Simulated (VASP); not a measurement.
# Cs2Rb (P-3m1) in VASP: single point with PBE

Aim: the single point of Cs2Rb with PBE.

Everything below comes from runs of VASP 6.6.1. Logs are shortened: lines on timing, memory, paths and dates and some standing lists are left out, and cuts for length are marked.

**1. The cell of the first run**

The structure is trigonal, space group P-3m1 (No. 164). The conventional cell has a = 5.227 Å, b = 5.227 Å, c = 25.413 Å, α = 90.00°, β = 90.00°, γ = 120.00°.

**2. Single point, PBE (100.21 Å³/atom)**

File INCAR:

```
SYSTEM = Cs2Rb
ALGO = Fast
EDIFF = 1E-6
ENCUT = 520
GGA = PE
ISIF = 2
ISMEAR = 0
LASPH = .TRUE.
LCHARG = .FALSE.
LREAL = .FALSE.
LWAVE = .FALSE.
NBANDS = 36
NELM = 100
PREC = Accurate
SIGMA = 0.1
```

File KPOINTS:

```
k-points
0
G
  12 12 2
  0 0 0
```

File POSCAR:

```
Cs2Rb
1.0
    5.2269292359      0.0000000000      0.0000000000
   -2.6134646179      4.5266535021      0.0000000000
    0.0000000000      0.0000000000     25.4126858511
Cs Rb
4 2
Direct
    0.3333333333      0.6666666667      0.7391760000
    0.3333333333      0.6666666667      0.0868770000
    0.6666666667      0.3333333333      0.9131230000
    0.6666666667      0.3333333333      0.2608240000
    0.3333333333      0.6666666667      0.4239880000
    0.6666666667      0.3333333333      0.5760120000
```

Potentials or basis: VASP PAW PBE potentials, release 64 (Cs_sv, Rb_sv).

Run with:

```sh
$ cat potpaw_PBE.64/Cs_sv/POTCAR potpaw_PBE.64/Rb_sv/POTCAR > POTCAR
$ mpirun -np 1 vasp_std > vasp.out
```

OUTCAR:

```text
SYSTEM = Cs2Rb
   EDIFF = 1E-6
   ENCUT = 520
   GGA = PE
   ISIF = 2
   ISMEAR = 0
   LASPH = .TRUE.
   LREAL = .FALSE.
   NELM = 100
   PREC = Accurate

 ion  position               nearest neighbor table
   1  0.333  0.667  0.739-
   2  0.333  0.667  0.087-
   3  0.667  0.333  0.913-
   4  0.667  0.333  0.261-
   5  0.333  0.667  0.424-   6 4.90   6 4.90   6 4.90
   6  0.667  0.333  0.576-   5 4.90   5 4.90   5 4.90

  LATTYP: Found a hexagonal cell.
 ALAT       =     5.2269292359
 C/A-ratio  =     4.8618767739

  Lattice vectors:

 A1 = (   5.2269292359,   0.0000000000,   0.0000000000)
 A2 = (  -2.6134646179,   4.5266535021,   0.0000000000)
 A3 = (   0.0000000000,   0.0000000000,  25.4126858511)

Analysis of symmetry for initial positions (statically):
=====================================================================
 Subroutine PRICEL returns:
 Original cell was already a primitive cell.

 Routine SETGRP: Setting up the symmetry group for a
 hexagonal supercell.

 Subroutine GETGRP returns: Found 12 space group operations
 (whereof 12 operations were pure point group operations)
 out of a pool of 24 trial point group operations.

The static configuration has the point symmetry D_3d.

Analysis of symmetry for dynamics (positions and initial velocities):
=====================================================================
 Subroutine PRICEL returns:
 Original cell was already a primitive cell.

 Routine SETGRP: Setting up the symmetry group for a
 hexagonal supercell.

 Subroutine GETGRP returns: Found 12 space group operations
 (whereof 12 operations were pure point group operations)
 out of a pool of 24 trial point group operations.

The dynamic configuration has the point symmetry D_3d.

 Subroutine INISYM returns: Found 12 space group operations
 (whereof 12 operations are pure point group operations),
 and found     1 'primitive' translations

----------------------------------------------------------------------------------------

                                     Primitive cell
[... 89 lines left out ...]
 SYSTEM =  Cs2Rb
   PREC   = accura    normal or accurate (medium, high low for compatibility)
   ISTART =      0    job   : 0-new  1-cont  2-samecut
   ICHARG =      2    charge: 1-file 2-atom 10-const
   ISPIN  =      1    spin polarized calculation?
   LNONCOLLINEAR =      F non collinear calculations
   LSORBIT =      F    spin-orbit coupling
   LASPH  =      T    aspherical Exc in radial PAW
   ENCUT  =  520.0 eV  38.22 Ry    6.18 a.u.   9.72  9.72 47.25*2*pi/ulx,y,z
   NELM   =    100;   NELMIN=  2; NELMDL= -5     # of ELM steps
   EDIFF  = 0.1E-05   stopping-criterion for ELM
   LREAL  =      F    real-space projection
   EDIFFG = 0.1E-04   stopping-criterion for IOM
   NSW    =      0    number of steps for IOM
   IBRION =     -1    ionic relax: 0-MD 1-quasi-New 2-CG
   NFREE  =      0    steps in history (QN), initial steepest desc. (CG)
   ISIF   =      2    stress and relaxation
   ISYM   =      2    0-nonsym 1-usesym 2-fastsym
   POTIM  = 0.5000    time-step for ionic-motion
   TEBEG  =    0.0;   TEEND  =   0.0 temperature during run
   PSTRESS=    0.0 pullay stress
   NELECT =      54.0000    total number of electrons
   NUPDOWN=      -1.0000    fix difference up-down
   EMIN   =  10.00;   EMAX   =-10.00  energy-range for DOS
   EFERMI =   0.00;   METHOD = LEGACY
   ISMEAR =     0;   SIGMA  =   0.10  broadening in eV -4-tet -1-fermi 0-gaus
   EFERMI_NEDOS =   21; number of points for ismear=-14 and -15
   IALGO  =     68    algorithm
   IMIX   =      4    mixing-type and parameters
     AMIX     =   0.40;   BMIX     =  1.00
     AMIX_MAG =   1.60;   BMIX_MAG =  1.00
  volume/ion in A,a.u.               =     100.21       676.27
  Fermi-wavevector in a.u.,A,eV,Ry     =   0.733130  1.385416  7.312863  0.537480
  Thomas-Fermi vector in A             =   1.825764
   LORBIT       =      0    0 simple, 1 ext, 2 COOP (PROOUT), +10 PAW based schemes
   GGA     = PE    functional components
   LHFCALC =     F    Hartree Fock is set to
   AEXX    =    0.0000 exact exchange contribution
   IVDW    =     0    specifies the selected vdW correction
   LEPSILON=     F    determine dielectric tensor
   LRPA    =     F    only Hartree local field effects (RPA)
 non-spin polarized calculation
 RMM-DIIS sequential band-by-band and
 Gauss-broadening in eV      SIGMA  =   0.10
  energy-cutoff  :      520.00
  volume of cell :      601.28
 maximum number of plane-waves:     16246
 NGX is ok and might be reduce to    40
   NGX = 19   NGY = 19   NGZ = 95

 number of electron      54.0000000 magnetization

 Free energy of the ion-electron system (eV)
  ---------------------------------------------------
  ext. energy  EPLUGINS =         0.00000000
  ---------------------------------------------------
  free energy    TOTEN  =        -5.24002527 eV

  energy without entropy =       -5.20298476  energy(sigma->0) =       -5.22150501

 E-fermi :   0.4869     XC(G=0):  -5.5902

 val. band max:        0.4826240165   @ k =   0.2500   0.0833   0.0000
 cond. band min:       0.5040226937   @ k =   0.0000   0.0000   0.0000
 fundamental gap:      0.0213986772
 Fermi energy:         0.4869051949

 k-point     1 :       0.0000    0.0000    0.0000
  band No.  band energies     occupation
      1     -28.4074      2.00000
      2     -28.4046      2.00000
      3     -23.3209      2.00000
      4     -23.3207      2.00000
      5     -23.3125      2.00000
      6     -23.3086      2.00000
[... 925 lines left out ...]
     35       1.8908      0.00000
     36       2.0152      0.00000

 [... further k-points ...]
[... 5 lines left out ...]
  --------------------------------------------------------------------------------------
  -------------------------------------------------------------------------------------
  Total        0.7421777      0.7421777      0.6819201      0.0000000     -0.0000000      0.0000000
  in kB        1.9776254      1.9776254      1.8170615      0.0000000     -0.0000000      0.0000000
  external PRESSURE =       1.9241041 kB  Pullay stress =       0.0000000 kB

 VOLUME and BASIS-vectors are now :
 -----------------------------------------------------------------------------
  energy-cutoff  :      520.00
  volume of cell :      601.28
      direct lattice vectors                 reciprocal lattice vectors
     5.226929236  0.000000000  0.000000000     0.191316920  0.110456875  0.000000000
    -2.613464618  4.526653502  0.000000000     0.000000000  0.220913750  0.000000000
     0.000000000  0.000000000 25.412685851     0.000000000  0.000000000  0.039350425

 POSITION                                       TOTAL-FORCE (eV/Angst)
 -----------------------------------------------------------------------------------
     -0.00000      3.01777     18.78445         0.000000      0.000000      0.000651
     -0.00000      3.01777      2.20778         0.000000     -0.000000      0.000496
      2.61346      1.50888     23.20491        -0.000000      0.000000     -0.000496
      2.61346      1.50888      6.62824         0.000000     -0.000000     -0.000651
     -0.00000      3.01777     10.77467        -0.000000     -0.000000     -0.001224
      2.61346      1.50888     14.63801         0.000000      0.000000      0.001224
 -----------------------------------------------------------------------------------
    total drift:                                0.000000     -0.000000      0.000000

  FREE ENERGIE OF THE ION-ELECTRON SYSTEM (eV)
  ---------------------------------------------------
  free  energy   TOTEN  =        -5.2400252683 eV

  energy  without entropy=       -5.2029847591  energy(sigma->0) =       -5.22150501
```

It took 28 min on 1 thread of Intel Xeon 8259CL, shared host; peak memory 1 GiB.

What came out:

- Free energy: -5.2400 eV
- Pressure: 0.2 GPa
- Band gap on the k mesh: zero (bands 27 and 28 overlap by 1.84 eV)

Caveat: spin-orbit coupling is left out, which moves the levels of the heavy elements.
